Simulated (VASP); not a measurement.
Y, 3 atoms in the cell. It takes space group R-3m (No. 166, trigonal). The conventional cell has a = 3.501 Å, b = 3.501 Å, c = 25.113 Å, α = 90.00°, β = 90.00°, γ = 120.00°. Within 4.5 Å of Y (site symmetry -3m) lie 12 Y at 3.45 to 3.50 Å. Within 4.5 Å of Y (site symmetry 3m) lie 12 Y at 3.44 to 3.50 Å. 

| Quantity | Value |
| --- | --- |
| Program | VASP 6.6.1 |
| Task | single point |
| Functional | PBE |
| Potentials or basis | VASP PAW PBE potentials, release 64 (Y_sv) |
| Cutoff | 520 eV |
| k mesh | 15 × 15 × 15 |
| Occupations | gaussian, width 0.1 eV |
| Spin | no spin polarisation |
| Dipole correction | no |
| Further INCAR settings | ALGO = Normal; EDIFF = 1e-07; NBANDS = 24 |

Potentials or basis: VASP PAW PBE potentials, release 64 (Y_sv).

Run with:

```bash
$ cat potpaw_PBE.64/Y_sv/POTCAR > POTCAR
$ mpirun -np 1 vasp_std > vasp.out
```

Hardware: 1 thread of Intel(R) Xeon(R) 6975P-C (Granite Rapids), on a shared host.

Q: Estimate the wall time of this run.

A: It took 40 min on 1 thread of Intel(R) Xeon(R) 6975P-C (Granite Rapids), with other jobs on the host, peak memory 1 GiB. Counts: scf iterations 15, k points 344.
